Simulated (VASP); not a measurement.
Wanted: the native input for a VASP 6.6.1 run.

```yaml
Task: single point
Functional: LDA
Potentials_or_basis: VASP PAW LDA potentials, release 64 (Al, N)
Cutoff: 520 eV
k_mesh: 9 × 9 × 6
Occupations: gaussian, width 0.05 eV
Spin: no spin polarisation
Dipole_correction: no
Further_INCAR_settings: ALGO = Normal; EDIFF = 1e-06; NBANDS = 16
```

The structure of AlN lies in POSCAR:

```
AlN
1.0
    3.0115238416      0.0000000000      0.0000000000
   -1.5057619208      2.6080561509      0.0000000000
    0.0000000000      0.0000000000      4.8201746025
Al N
2 2
Direct
    0.3494085240      0.6988170481      0.0015212672
    0.6505914760      0.3011829519      0.5015212672
    0.3189889223      0.6379778447      0.3834787328
    0.6810110777      0.3620221553      0.8834787328
```

One way to write it, as run:

INCAR

```
PREC     = Accurate       # precision mode
ENCUT    = 520            # plane-wave cutoff, eV
EDIFF    = 1E-6           # SCF threshold, eV
ISMEAR   = 0              # smearing method
SIGMA    = 0.05           # smearing width, eV
LREAL    = False          # projectors in reciprocal space
LASPH    = True           # aspherical terms in the spheres
NELM     = 80             # most SCF steps
ALGO     = Normal         # electronic algorithm
ISIF     = 2              # what is computed and relaxed
LWAVE    = False          # write WAVECAR
LCHARG   = False          # write CHGCAR
NBANDS   = 16             # bands
```

KPOINTS

```
Automatic mesh
0
Gamma
  9 9 6
```

Potentials or basis: VASP PAW LDA potentials, release 64 (Al, N).

Run with:

```sh
$ cat potpaw_LDA.64/Al/POTCAR potpaw_LDA.64/N/POTCAR > POTCAR
$ mpirun -np 1 vasp_std > vasp.out
```

It gave:

```
Pressure               : 19.2 GPa
Largest force          : 0.540 eV/Å
Band gap on the k mesh : 4.84 eV, indirect (least direct gap 5.02 eV)
```

Run time: 20 s on 1 thread of Intel(R) Xeon(R) 6975P-C (Granite Rapids), with other jobs on the host, peak memory 0.16 GiB.
